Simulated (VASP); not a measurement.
Crystal: Zr2Si4GePd.

```
Zr Si Ge Pd
1.0
    -3.34374    3.34374    2.89757
     3.34374   -3.34374    2.89757
     3.34374    3.34374   -2.89757
Zr Si Ge Pd
2 4 1 1
Cartesian
  0.0000 3.3437 0.0000
  3.3437 0.0000 0.0000
  -1.1451 1.1451 4.2339
  1.1451 -1.1451 4.2339
  2.1987 2.1987 -1.3363
  1.1451 1.1451 1.5612
  0.0000 0.0000 2.8976
  0.0000 0.0000 0.0000
```

The cell was generated, and may not be a known phase.

| Item | Value |
| --- | --- |
| Program | VASP 6.6.1 |
| Task | relaxation of cell and atoms |
| Functional | PBE |
| Potentials or basis | VASP PAW PBE potentials, release 64 (Zr_sv, Si, Ge_d, Pd) |
| Cutoff | 600 eV |
| k mesh | 4 × 4 × 4 |
| Occupations | gaussian, width 0.2 eV |
| Spin | no spin polarisation |

At the start: pressure 26.2 GPa; volume 16.20 Å³/atom.

Problem. Where does the relaxation end?

Solution. Over 21 steps the energy falls by 572.1 meV/atom and the volume is 16.43 Å³/atom (+1.4 %); space group I-42m (No. 121, to 0.1 Å) before and after.

Step by step:
```
step  energy change (eV)  largest force (eV/Å)  pressure (GPa)  volume (Å³)
   1              0.0000                5.3419           26.18       129.59
   2             -0.6535                0.5278          -17.49       185.28
   3             -3.0573                1.0209           -5.73       154.29
   4             -3.0660                1.1272           -4.86       153.11
   5             -3.0667                1.1815           -4.43       152.53
   6             -3.5753                0.8053           -1.37       144.78
   7             -3.8091                0.4742            4.06       135.65
   8             -3.9612                0.2045           -1.94       140.03
   9             -3.9617                0.1863           -1.60       139.75
  10             -4.0440                0.2381           -0.78       137.53
  11             -4.3826                0.2048            2.78       130.41
  12             -3.2945                0.1934           22.15       114.50
  13             -4.4425                0.1345            4.69       127.87
  14             -4.4414                0.0917            6.32       125.89
  15             -4.4503                0.0779            6.31       125.76
  16             -4.4610                0.0404            6.41       125.33
  17             -4.4777                0.0351            5.89       125.76
  18             -4.5197                0.0223            4.39       127.07
  19             -4.5687                0.0286            1.58       129.70
  20             -4.5373                0.0799           -3.28       135.09
  21             -4.5767                0.0448           -0.07       131.40
```

Final structure:
```cif
data_structure
_symmetry_space_group_name_H-M 'P 1'
_symmetry_Int_Tables_number 1
_cell_length_a 5.6295
_cell_length_b 5.6295
_cell_length_c 5.6295
_cell_angle_alpha 116.910
_cell_angle_beta 116.910
_cell_angle_gamma 95.440
_cell_volume 131.40
loop_
_atom_site_label
_atom_site_type_symbol
_atom_site_fract_x
_atom_site_fract_y
_atom_site_fract_z
_atom_site_occupancy
Zr1 Zr 0.50000 0.00000 0.50000 1
Zr2 Zr 0.00000 0.50000 0.50000 1
Si1 Si 0.96613 0.53723 0.00000 1
Si2 Si 0.53723 0.96613 0.00000 1
Si3 Si 0.03387 0.03387 0.57110 1
Si4 Si 0.46277 0.46277 0.42890 1
Ge1 Ge 0.50000 0.50000 0.00000 1
Pd1 Pd 0.00000 0.00000 0.00000 1
```

Caveat: the relaxation stopped at a loose force limit of 0.08 eV/Å, so its end isn't a converged minimum.
